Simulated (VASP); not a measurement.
Wanted: the native input for a VASP 6.6.1 run.

| Quantity | Value |
| --- | --- |
| Task | single point |
| Functional | r2SCAN |
| Potentials or basis | VASP PAW PBE potentials, release 64 (Ti_sv, O) |
| Cutoff | 520 eV |
| k mesh | 8 × 8 × 6 |
| Occupations | gaussian, width 0.02 eV |
| Spin | no spin polarisation |
| Dipole correction | no |
| Further INCAR settings | ALGO = Normal; EDIFF = 1e-06; NBANDS = 33 |

The system is TiO2.

```
Ti O
1.0
     2.70406   -2.70412   -0.02019
     2.70406    2.70412   -0.02019
    -2.66659    0.00000    4.97679
Ti O
2 4
Direct
  0.12498 0.87502 0.25000
  0.87502 0.12498 0.75000
  0.32846 0.07843 0.65687
  0.67154 0.92157 0.34313
  0.92157 0.67154 0.84313
  0.07843 0.32846 0.15687
```

The input as run:

POSCAR

```
TiO2
1.0
    2.7040552163     -2.7041239309     -0.0201888012
    2.7040552163      2.7041239309     -0.0201888012
   -2.6665909351      0.0000000000      4.9767923345
Ti O
2 4
Direct
    0.1249807897      0.8750192103      0.2500000000
    0.8750192103      0.1249807897      0.7500000000
    0.3284563420      0.0784337527      0.6568728053
    0.6715436580      0.9215662473      0.3431271947
    0.9215662473      0.6715436580      0.8431271947
    0.0784337527      0.3284563420      0.1568728053
```

INCAR.step1

```
SYSTEM = TiO2
ALGO = Normal
EDIFF = 1E-4
ENCUT = 520
GGA = PE
ISMEAR = 0
LASPH = .TRUE.
LCHARG = .FALSE.
LREAL = .FALSE.
LWAVE = .TRUE.
NBANDS = 33
NELM = 100
PREC = Accurate
SIGMA = 0.02
```

INCAR.step2

```
SYSTEM = TiO2
ALGO = Normal
EDIFF = 1E-6
ENCUT = 520
ISIF = 2
ISMEAR = 0
ISTART = 1
LASPH = .TRUE.
LCHARG = .TRUE.
LELF = .TRUE.
LMIXTAU = .TRUE.
LREAL = .FALSE.
LVHAR = .TRUE.
LWAVE = .FALSE.
METAGGA = R2SCAN
NBANDS = 33
NELM = 100
PREC = Accurate
SIGMA = 0.02
```

KPOINTS

```
k-points
0
G
  8 8 6
  0 0 0
```

Potentials or basis: VASP PAW PBE potentials, release 64 (Ti_sv, O).

Command:

```sh
$ cat potpaw_PBE.64/Ti_sv/POTCAR potpaw_PBE.64/O/POTCAR > POTCAR
$ cp INCAR.step1 INCAR
$ mpirun -np 1 vasp_std > vasp.out
$ cp INCAR.step2 INCAR
$ mpirun -np 1 vasp_std > vasp.out
```

Results of the run:

```
Pressure               : -9.1 GPa
Largest force          : 0.031 eV/Å
Band gap on the k mesh : 2.56 eV (least direct gap 2.78 eV)
```

Caveat: the cell stands under tension; the PAW data sets were made with another functional, which shifts forces and pressure a little.

It took 8.2 min on 1 thread of AMD EPYC 9R45 96-Core Processor (Zen 5), on a shared host, peak memory 0.3 GiB.
